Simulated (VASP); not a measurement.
# Cr (Im-3m) in VASP: a series of runs, part 2 of 2

VASP 6.6.1.

### Step 3. Single point, PBE, collinear spin, antiferromagnetic start (9.42 Å³/atom)

INCAR reads:

```
SYSTEM = Cr
PREC = Accurate
ENCUT = 520
EDIFF = 1E-6
ISMEAR = -1
SIGMA = 0.05
LREAL = .FALSE.
LASPH = .TRUE.
NELM = 150
ALGO = Normal
ISIF = 2
LWAVE = .FALSE.
LCHARG = .TRUE.
ISPIN = 2
MAGMOM = -3 3
LORBIT = 11
LMAXMIX = 4
GGA = PE
LELF = .TRUE.
LVHAR = .TRUE.
NBANDS = 23
```

KPOINTS reads:

```
regular mesh
0
G
  11 11 11
  0 0 0
```

POSCAR reads:

```
Cr
1.0
    2.6609679324      0.0000000000      0.0000000000
    0.0000000000      2.6609679324      0.0000000000
    0.0000000000      0.0000000000      2.6609679324
Cr
2
Direct
    0.0000000000      0.0000000000      0.0000000000
    0.5000000000      0.5000000000      0.5000000000
```

Potentials or basis: VASP PAW PBE potentials, release 64 (Cr_pv).

The run is started by

```console
$ cat potpaw_PBE.64/Cr_pv/POTCAR > POTCAR
$ mpirun -np 1 vasp_std > vasp.out
```

OUTCAR:

```text
SYSTEM = Cr
   PREC = Accurate
   ENCUT = 520
   EDIFF = 1E-6
   ISMEAR = -1
   LREAL = .FALSE.
   LASPH = .TRUE.
   NELM = 150
   ISIF = 2
   ISPIN = 2
   LORBIT = 11
   GGA = PE

 ion  position               nearest neighbor table
   1  0.000  0.000  0.000-   2 2.30   2 2.30   2 2.30   2 2.30   2 2.30   2 2.30   2 2.30   2 2.30

   2  0.500  0.500  0.500-   1 2.30   1 2.30   1 2.30   1 2.30   1 2.30   1 2.30   1 2.30   1 2.30

  LATTYP: Found a simple cubic cell.
 ALAT       =     2.6609679324

  Lattice vectors:

 A1 = (   2.6609679324,   0.0000000000,   0.0000000000)
 A2 = (   0.0000000000,   2.6609679324,   0.0000000000)
 A3 = (   0.0000000000,   0.0000000000,   2.6609679324)

Analysis of symmetry for initial positions (statically):
=====================================================================
 Subroutine PRICEL returns following result:

  LATTYP: Found a body centered cubic cell.
 ALAT       =     2.6609679324
[... 12 lines left out ...]
 Subroutine GETGRP returns: Found 48 space group operations
 (whereof 48 operations were pure point group operations)
 out of a pool of 48 trial point group operations.

The static configuration has the point symmetry O_h .

Analysis of symmetry for dynamics (positions and initial velocities):
=====================================================================
 Subroutine PRICEL returns following result:

  LATTYP: Found a body centered cubic cell.
 ALAT       =     2.6609679324
[... 12 lines left out ...]
 Subroutine GETGRP returns: Found 48 space group operations
 (whereof 48 operations were pure point group operations)
 out of a pool of 48 trial point group operations.

The dynamic configuration has the point symmetry O_h .

Analysis of structural, dynamic, and magnetic symmetry:
=====================================================================
 Subroutine PRICEL returns following result:

  LATTYP: Found a body centered cubic cell.
 ALAT       =     2.6609679324
[... 12 lines left out ...]
 Subroutine GETGRP returns: Found 48 space group operations
 (whereof 48 operations were pure point group operations)
 out of a pool of 48 trial point group operations.

[... 144 lines left out ...]
  free energy    TOTEN  =       -18.14974520 eV

  energy without entropy =      -18.14004840  energy(sigma->0) =      -18.14489680

 E-fermi :  14.1447     XC(G=0): -14.9009

 val. band max:       14.1221175140   @ k =   0.1818   0.1818   0.0909
 cond. band min:      14.1745478573   @ k =   0.1818   0.1818   0.0000
 fundamental gap:      0.0524303433
 Fermi energy:        14.1446724066

 spin component 1

 k-point     1 :       0.0000    0.0000    0.0000
  band No.  band energies     occupation
      1     -29.3706      1.00000
      2     -29.3706      1.00000
      3     -29.3706      1.00000
      4     -28.2316      1.00000
      5     -28.2316      1.00000
      6     -28.2316      1.00000
[... 613 lines left out ...]
     22      29.7744      0.00000
     23      35.4149      0.00000

 [... further k-points ...]

 spin component 2

 k-point     1 :       0.0000    0.0000    0.0000
  band No.  band energies     occupation
      1     -29.3706      1.00000
      2     -29.3706      1.00000
      3     -29.3706      1.00000
      4     -28.2316      1.00000
      5     -28.2316      1.00000
      6     -28.2316      1.00000
[... 613 lines left out ...]
     22      29.7744      0.00000
     23      35.4149      0.00000

 [... further k-points ...]

------------------------ aborting loop because EDIFF is reached ----------------------------------------

  FORCE on cell =-STRESS in cart. coord.  units (eV):
  Direction    XX          YY          ZZ          XY          YZ          ZX
  --------------------------------------------------------------------------------------
  -------------------------------------------------------------------------------------
  Total        9.4606980      9.4606980      9.4606980      0.0000000      0.0000000      0.0000000
  in kB      804.4792384    804.4792384    804.4792384      0.0000000      0.0000000      0.0000000
  external PRESSURE =     804.4792384 kB  Pullay stress =       0.0000000 kB

 VOLUME and BASIS-vectors are now :
 -----------------------------------------------------------------------------
  energy-cutoff  :      520.00
  volume of cell :       18.84
      direct lattice vectors                 reciprocal lattice vectors
     2.660967932  0.000000000  0.000000000     0.375803101  0.000000000  0.000000000
     0.000000000  2.660967932  0.000000000     0.000000000  0.375803101  0.000000000
     0.000000000  0.000000000  2.660967932     0.000000000  0.000000000  0.375803101

 POSITION                                       TOTAL-FORCE (eV/Angst)
 -----------------------------------------------------------------------------------
      0.00000      0.00000      0.00000         0.000000      0.000000      0.000000
      1.33048      1.33048      1.33048        -0.000000     -0.000000      0.000000
 -----------------------------------------------------------------------------------
    total drift:                               -0.000000      0.000000     -0.000000

  FREE ENERGIE OF THE ION-ELECTRON SYSTEM (eV)
  ---------------------------------------------------
  free  energy   TOTEN  =       -18.1497451962 eV

  energy  without entropy=      -18.1400484018  energy(sigma->0) =      -18.14489680

 total charge

# of ion       s       p       d       tot
------------------------------------------
    1        0.524   6.554   4.518  11.596
    2        0.524   6.554   4.518  11.596
--------------------------------------------------
tot          1.048  13.107   9.036  23.191

 magnetization (x)

# of ion       s       p       d       tot
------------------------------------------
    1       -0.000  -0.000  -0.000  -0.000
    2        0.000   0.000   0.000   0.000
--------------------------------------------------
tot          0.000   0.000   0.000   0.000
```

Wall time 56 s (1 thread of Intel Xeon Platinum 8259CL at 2.50GHz (Skylake/Cascade Lake), shared host); peak memory 0.15 GiB.

What came out:

```yaml
Free_energy: -18.1497 eV
Pressure: 80.4 GPa
Band_gap_on_the_k_mesh: zero (filled and empty bands overlap)
Net_moment: 0.00 μB per cell
Valence_electrons_inside_the_program's_atomic_spheres: Cr 11.60
```

Caveat: the cell stands under pressure; an empty level that is flat over the whole mesh can mark a ghost state of the potentials, or a narrow d or f band.

### Step 4. Single point, PBE, collinear spin, antiferromagnetic start (10.47 Å³/atom)

This run uses another cell than the first one, of 10.47 Å³/atom.

INCAR reads:

```
SYSTEM = Cr
PREC = Accurate ; ENCUT = 520
EDIFF = 1E-6 ; ISMEAR = -1
SIGMA = 0.05 ; LREAL = .False.
LASPH = .True. ; NELM = 150
ALGO = Normal ; ISIF = 2
LWAVE = .False. ; LCHARG = .False.
ISPIN = 2 ; MAGMOM = -3 3
LORBIT = 11 ; LMAXMIX = 4
GGA = PE ; NBANDS = 23
```

KPOINTS reads:

```
Automatic mesh
0
Gamma
  11 11 11
  0 0 0
```

POSCAR reads:

```
Cr
1.0
    2.7560820190      0.0000000000      0.0000000000
    0.0000000000      2.7560820190      0.0000000000
    0.0000000000      0.0000000000      2.7560820190
Cr
2
Direct
    0.0000000000      0.0000000000      0.0000000000
    0.5000000000      0.5000000000      0.5000000000
```

Potentials or basis: VASP PAW PBE potentials, release 64 (Cr_pv).

The run is started by

```console
$ cat potpaw_PBE.64/Cr_pv/POTCAR > POTCAR
$ mpirun -np 1 vasp_std > vasp.out
```

OUTCAR:

```text
SYSTEM = Cr
   PREC = Accurate
   ENCUT = 520
   EDIFF = 1E-6
   ISMEAR = -1
   LREAL = .False.
   LASPH = .True.
   NELM = 150
   ISIF = 2
   ISPIN = 2
   LORBIT = 11
   GGA = PE

 ion  position               nearest neighbor table
   1  0.000  0.000  0.000-   2 2.39   2 2.39   2 2.39   2 2.39   2 2.39   2 2.39   2 2.39   2 2.39

   2  0.500  0.500  0.500-   1 2.39   1 2.39   1 2.39   1 2.39   1 2.39   1 2.39   1 2.39   1 2.39

  LATTYP: Found a simple cubic cell.
 ALAT       =     2.7560820190

  Lattice vectors:

 A1 = (   2.7560820190,   0.0000000000,   0.0000000000)
[... 1492 lines left out ...]

 VOLUME and BASIS-vectors are now :
 -----------------------------------------------------------------------------
  energy-cutoff  :      520.00
  volume of cell :       20.94
      direct lattice vectors                 reciprocal lattice vectors
     2.756082019  0.000000000  0.000000000     0.362833904  0.000000000  0.000000000
     0.000000000  2.756082019  0.000000000     0.000000000  0.362833904  0.000000000
     0.000000000  0.000000000  2.756082019     0.000000000  0.000000000  0.362833904

 POSITION                                       TOTAL-FORCE (eV/Angst)
 -----------------------------------------------------------------------------------
      0.00000      0.00000      0.00000         0.000000      0.000000      0.000000
      1.37804      1.37804      1.37804        -0.000000     -0.000000     -0.000000
 -----------------------------------------------------------------------------------
    total drift:                               -0.000000      0.000000     -0.000000

  FREE ENERGIE OF THE ION-ELECTRON SYSTEM (eV)
  ---------------------------------------------------
  free  energy   TOTEN  =       -18.8511559257 eV

  energy  without entropy=      -18.8399213794  energy(sigma->0) =      -18.84553865

 total charge

# of ion       s       p       d       tot
------------------------------------------
    1        0.480   6.473   4.342  11.295
    2        0.480   6.473   4.342  11.295
--------------------------------------------------
tot          0.959  12.946   8.685  22.590

 magnetization (x)

# of ion       s       p       d       tot
------------------------------------------
    1       -0.000  -0.000  -0.000  -0.000
    2        0.000   0.000   0.000   0.000
--------------------------------------------------
tot          0.000   0.000   0.000   0.000
```

It took 2.4 min on 1 thread of Intel Xeon Platinum 8259CL at 2.50GHz (Skylake/Cascade Lake), shared host; peak memory 0.16 GiB.

Results:

```yaml
Free_energy: -18.8512 eV
Pressure: 30.7 GPa
Band_gap_on_the_k_mesh: zero (filled and empty bands overlap)
Net_moment: 0.00 μB per cell
Valence_electrons_inside_the_program's_atomic_spheres: Cr 11.29
```

Levels at points of the mesh, in eV from the Fermi level:
Spin up:
```csv
k point,band 8,band 9,band 10,band 11,band 12,band 13,band 14,band 15,band 16,band 17
"(0.00, 0.00, 0.00)",-4.95,-4.95,-1.03,-1.03,-1.03,1.30,1.30,2.82,2.82,2.82
```
Spin down:
```csv
k point,band 8,band 9,band 10,band 11,band 12,band 13,band 14,band 15,band 16,band 17
"(0.00, 0.00, 0.00)",-4.95,-4.95,-1.03,-1.03,-1.03,1.30,1.30,2.82,2.82,2.82
```

Caveat: the cell stands under pressure; an empty level that is flat over the whole mesh can mark a ghost state of the potentials, or a narrow d or f band.
